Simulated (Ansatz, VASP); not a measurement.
**One calculation of BN, two programs**

```
B N
1.0
     0.00000    1.55030    1.55030
     1.55030    0.00000    1.55030
     1.55030    1.55030    0.00000
B N
1 1
Direct
  0.00000 0.00000 0.00000
  0.50000 0.50000 0.50000
```

Change from the starting cell: volume scaled by 0.72, PAW files.

Alike in both runs: task single point; functional LDA; k mesh 15 × 15 × 15; occupations fermi-dirac, width 0.05 eV; no spin polarisation.

|  | VASP | Ansatz |
| --- | --- | --- |
| version | VASP 6.6.1 | Ansatz 0.2.0 |
| potentials or method | VASP PAW LDA potentials, release 64 (B, N) | PAW with Ansatz's default frozen-core files, scalar-relativistic |
| plane-wave cutoff (eV) | 520 | 420 |
| valence electrons in the cell | 8 | 8 |

Ansatz gave:

| Property | Result |
| --- | --- |
| gap on the k mesh at the Fermi level (eV) | 4.58 |
| pressure (GPa) | 252.3 |

**Question.** Estimate VASP's values.

**Answer.** gap on the k mesh at the Fermi level (eV): 4.56; pressure (GPa): 255.3.

LDA's correlation is that of Perdew and Zunger in VASP and of Perdew and Wang (1992) in Ansatz. Both programs put the cell under a high pressure, so it lies far from rest at this level.

Noted on VASP's run: the cell as given lies far from equilibrium.
